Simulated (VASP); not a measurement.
Wanted: the native input for a VASP 6.6.1 run.

- Task: single point
- Functional: PBE0
- Potentials or basis: VASP PAW PBE potentials, release 64 (Ba_sv, Te)
- Cutoff: 520 eV
- k mesh: 4 × 4 × 4
- Occupations: fermi-dirac, width 0.05 eV
- Spin: no spin polarisation
- Dipole correction: no
- Grid for exact exchange (PRECFOCK): Normal
- Further INCAR settings: ALGO = Normal; EDIFF = 1e-06; NBANDS = 15
- Share of exact exchange: 0.25

The system is BaTe.

```
Ba Te
1.0
     0.00000    3.45487    3.45487
     3.45487    0.00000    3.45487
     3.45487    3.45487    0.00000
Ba Te
1 1
Direct
  0.00000 0.00000 0.00000
  0.50000 0.50000 0.50000
```

These files were run (other wordings do the same):

POSCAR

```
BaTe
1.0
    0.0000000000      3.4548735670      3.4548735670
    3.4548735670      0.0000000000      3.4548735670
    3.4548735670      3.4548735670      0.0000000000
Ba Te
1 1
Direct
    0.0000000000      0.0000000000      0.0000000000
    0.5000000000      0.5000000000      0.5000000000
```

INCAR.step1

```
SYSTEM = BaTe
ALGO = Normal
EDIFF = 1E-5
ENCUT = 520
GGA = PE
ISIF = 2
ISMEAR = -1
LASPH = .TRUE.
LREAL = .FALSE.
LWAVE = .TRUE.
NBANDS = 15
NELM = 60
PREC = Accurate
SIGMA = 0.05
```

INCAR.step2

```
SYSTEM = BaTe
AEXX = 0.25
ALGO = Normal
EDIFF = 1E-6
ENCUT = 520
GGA = PE
ISIF = 2
ISMEAR = -1
ISTART = 1
LASPH = .TRUE.
LCHARG = .TRUE.
LELF = .TRUE.
LHFCALC = .TRUE.
LREAL = .FALSE.
LVHAR = .TRUE.
LWAVE = .FALSE.
NBANDS = 15
NELM = 60
PREC = Accurate
PRECFOCK = Normal
SIGMA = 0.05
```

KPOINTS

```
k-points
0
G
  4 4 4
  0 0 0
```

Potentials or basis: VASP PAW PBE potentials, release 64 (Ba_sv, Te).

Command:

```bash
$ cat potpaw_PBE.64/Ba_sv/POTCAR potpaw_PBE.64/Te/POTCAR > POTCAR
$ cp INCAR.step1 INCAR
$ mpirun -np 1 vasp_std > vasp.out
$ cp INCAR.step2 INCAR
$ mpirun -np 1 vasp_std > vasp.out
```

Results of the run:

```yaml
Pressure: 2.2 GPa
Band_gap_on_the_k_mesh: 2.82 eV (least direct gap 3.27 eV)
```

Caveat: the PAW data sets were made with another functional, which shifts forces and pressure a little; spin-orbit coupling is left out, which moves the levels of the heavy elements.

Run time: 8.7 min on 1 thread of AMD EPYC 7R43 64-Core Processor (Zen 3) (shared host), peak memory 0.19 GiB.
